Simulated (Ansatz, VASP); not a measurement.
**PbS: VASP beside Ansatz**

INCAR

```
SYSTEM = PbS
PREC = Accurate
ENCUT = 520
EDIFF = 1E-8
ISMEAR = -1
SIGMA = 0.01
LREAL = .False.
LASPH = .True.
NELM = 80
ALGO = Normal
ISIF = 2
LWAVE = .False.
LCHARG = .False.
LEFG = .True.
NBANDS = 17
```

The input KPOINTS:

```
Automatic mesh
0
Gamma
  8 8 8
  0 0 0
```

Contents of POSCAR:

```
PbS
1.0
    0.0000000000      2.9650000000      2.9353500000
    2.9650000000      0.0000000000      2.9353500000
    2.9650000000      2.9650000000      0.0000000000
Pb S
1 1
Direct
    0.0000000000      0.0000000000      0.0000000000
    0.5000000000      0.5000000000      0.5000000000
```

Input for Ansatz:

```yaml
crystal:
  lattice:
    - [0.0, 2.965, 2.93535]
    - [2.965, 0.0, 2.93535]
    - [2.965, 2.965, 0.0]
  atoms:
    - { symbol: Pb, position: [0.0, 0.0, 0.0] }
    - { symbol: S, position: [0.5, 0.5, 0.5] }
kpoints:
  mp_grid: { grid: [8, 8, 8] }
scf:
  occupations: { method: fermi_dirac, width: 0.01 }
hamiltonian:
  xc: lda
  pseudopotentials: { kind: all_electron, datasets: crystal }
output:
  forces: true
  stress: true
  eigenvalues: true
  efg: { contact_densities: true }
```

Change from the starting cell: zz strain of -1 %, crystal datasets.

Alike in both runs: task electric field gradients; functional LDA; k mesh 8 × 8 × 8; occupations fermi-dirac, width 0.01 eV; no spin polarisation.

```csv
,VASP,Ansatz
version,VASP 6.6.1,Ansatz 0.2.0
potentials or method,"VASP PAW LDA potentials, release 64 (Pb_d, S), cutoff 520 eV","all-electron PAW with datasets made for the crystal, scalar-relativistic"
```

|  | VASP | Ansatz | Ansatz less VASP |
| --- | --- | --- | --- |
| pressure (GPa) | -1.9 | -2.0 | -0.04 |
| traceless stress, the component that is largest in VASP (GPa) | 0.86 | 0.86 | -0.008 |
| size of Vzz on the site where it differs most (V/Å²) | 30.5 | 33.1 | +2.65 |

LDA's correlation is that of Perdew and Zunger in VASP and of Perdew and Wang (1992) in Ansatz. Ansatz ran all-electron here, and VASP with PAW potentials.

Spin-orbit coupling is off throughout.
